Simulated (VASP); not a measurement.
Here is a VASP 6.6.1 calculation.

The input INCAR:

```
PREC = Accurate
ENCUT = 520
EDIFF = 1E-6
ISMEAR = 0
SIGMA = 0.1
LREAL = F
LASPH = T
NELM = 100
ALGO = Normal
ISIF = 2
LWAVE = F
LCHARG = T
GGA = PE
LELF = T
LVHAR = T
NBANDS = 31
```

KPOINTS

```
Automatic mesh
0
Gamma
  14 14 14
```

The input POSCAR:

```
SiW3
1.0
    0.0000000000      3.1213704271      3.1213704271
    3.1213704271      0.0000000000      3.1213704271
    3.1213704271      3.1213704271      0.0000000000
Si W
1 3
Direct
    0.0000000000      0.0000000000      0.0000000000
    0.7500000000      0.7500000000      0.7500000000
    0.5000000000      0.5000000000      0.5000000000
    0.2500000000      0.2500000000      0.2500000000
```

Potentials or basis: VASP PAW PBE potentials, release 64 (Si, W_sv).

Command:

```sh
$ cat potpaw_PBE.64/Si/POTCAR potpaw_PBE.64/W_sv/POTCAR > POTCAR
$ mpirun -np 1 vasp_std > vasp.out
```

(1) What does it give for the pressure?

(2) Estimate the band gap on the k mesh.

Results:

(1) 0.4 GPa.

(2) zero (bands 23 and 24 overlap by 2.55 eV).

Caveat: spin-orbit coupling is left out, which moves the levels of the heavy elements.
